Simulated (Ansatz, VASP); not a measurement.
**AlN in VASP and in Ansatz**

```xyz
4
Lattice="3.2818 0.0000 0.0000 -1.6409 2.8421 0.0000 0.0000 0.0000 3.9756" Properties=species:S:1:pos:R:3 pbc="T T T"
Al    0.0000    1.8947    2.9817
Al    1.6409    0.9474    0.9939
N     0.0000    1.8947    0.9939
N     1.6409    0.9474    2.9817
```

Alike in both runs: task single point; functional PBEsol; k mesh 9 × 9 × 6; occupations gaussian, width 0.05 eV; no spin polarisation.

```csv
,VASP,Ansatz
version,VASP 6.6.1,Ansatz 0.2.0
potentials or method,"VASP PAW PBE potentials, release 64 (Al, N), cutoff 520 eV","scalar-relativistic, plane waves, PAW"
valence electrons in the cell,16,16
```

|  | VASP | Ansatz | Ansatz less VASP |
| --- | --- | --- | --- |
| gap on the k mesh at the Fermi level (eV) | 3.79 | 3.78 | -0.013 |
| least direct gap on the mesh (eV) | 3.79 | 3.78 | -0.013 |
| pressure (GPa) | 12.2 | 12.2 | +0.03 |
| traceless stress, the component that is largest in VASP (GPa) | 5.44 | 5.44 | -0.007 |

VASP's potentials were made for PBE, not for PBEsol. The functional is the same, so the differences come from potentials, cutoffs and numerics.
